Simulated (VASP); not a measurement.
Runs of VASP 6.6.1 on BP. The structure is that of space group F-43m (No. 216), or close to it. The cells are those of the table. 

```tsv
level	cell	k mesh	gap on the mesh (eV)	pressure (GPa)
PBE	a = 3.208 Å, angles 60.0°, 2 atoms	10 × 10 × 10	1.24	1.0
PBE	a = 3.184 Å, angles 60.0°, 2 atoms	8 × 8 × 8	1.24	5.0
r2SCAN	a = 3.271 Å, angles 60.0°, 2 atoms	8 × 8 × 8	1.54	-9.3
PBE	a = 3.248 Å, angles 60.0°, 2 atoms	8 × 8 × 8	(b)	-4.7
r2SCAN	a = 3.208 Å, angles 60.0°, 2 atoms	8 × 8 × 8	1.48	-0.5
r2SCAN	a = 3.142 Å, angles 60.0°, 2 atoms	8 × 8 × 8	1.40	11.2
PBE	a = 3.216 Å, angles 60.0°, 2 atoms	8 × 8 × 8	1.28	-0.2
PBE	a = 3.279 Å, angles 60.0°, 2 atoms	8 × 8 × 8	1.35	(a)
PBE	a = 3.151 Å, angles 60.0°, 2 atoms	8 × 8 × 8	1.20	(c)
r2SCAN	a = 3.175 Å, angles 60.0°, 2 atoms	8 × 8 × 8	1.44	4.9
r2SCAN	a = 3.240 Å, angles 60.0°, 2 atoms	8 × 8 × 8	1.51	-5.2
```

Alike in all rows: task single point; potentials or basis VASP PAW PBE potentials, release 64 (B, P); no spin polarisation; cutoff (eV) 520; smearing gaussian 0.01 eV.

Estimate the missing entries.

(a) -8.6; (b) 1.31; (c) 11.0.

Caveats: the PAW data sets were made with another functional, which shifts forces and pressure a little (some runs).

A k mesh can miss the band edges.
